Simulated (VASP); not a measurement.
Cu, 1 atom in the cell. The structure is tetragonal, space group I4/mmm (No. 139). Conventional cell: a = 2.811 Å, b = 2.811 Å, c = 2.702 Å, α = 90.00°, β = 90.00°, γ = 90.00°. Cu (site symmetry 4/mmm) has 14 Cu at 2.40 to 2.81 Å within 3.2 Å.  This cell differs from its parent crystal: volume 10.670 Å^3 an atom, c/a of the conventional cell 0.6797.

* Program: VASP 6.6.1
* Task: single point
* Functional: PBE
* Potentials or basis: VASP PAW PBE potentials, release 64 (Cu)
* Cutoff: 520 eV
* k mesh: 24 × 24 × 24
* Occupations: gaussian, width 0.15 eV
* Spin: no spin polarisation
* Dipole correction: no
* Further INCAR settings: ALGO = Normal; EDIFF = 1e-06; NBANDS = 12

Potentials or basis: VASP PAW PBE potentials, release 64 (Cu).

Run with:

```bash
$ cat potpaw_PBE.64/Cu/POTCAR > POTCAR
$ mpirun -np 1 vasp_std > vasp.out
```

Hardware: 1 thread of Intel(R) Xeon(R) 6975P-C (Granite Rapids), on a shared host.

Estimate the wall time of this run.

It took 58 s on 1 thread of Intel(R) Xeon(R) 6975P-C (Granite Rapids) (shared host), peak memory 0.24 GiB. Counts: scf iterations 12, k points 1063.
